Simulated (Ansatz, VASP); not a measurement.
## P: VASP beside Ansatz

```
P
1.0
     0.00000    1.80187    1.80187
     1.80187    0.00000    1.80187
     1.80187    1.80187    0.00000
P
1
Direct
  0.00000 0.00000 0.00000
```

Change from the starting cell: volume scaled by 0.84, LAPW.

Alike in both runs: task single point; functional PBEsol; k mesh 17 × 17 × 17; occupations fermi-dirac, width 0.1 eV; no spin polarisation.

|  | VASP | Ansatz |
| --- | --- | --- |
| version | VASP 6.6.1 | Ansatz 0.2.0 |
| potentials or method | VASP PAW PBE potentials, release 64 (P), cutoff 520 eV | all-electron LAPW, scalar-relativistic |

|  | VASP | Ansatz | Ansatz less VASP |
| --- | --- | --- | --- |
| pressure (GPa) | 26.1 | 26.1 | -0.05 |

VASP's potentials were made for PBE, not for PBEsol. Ansatz ran all-electron here, and VASP with PAW potentials.
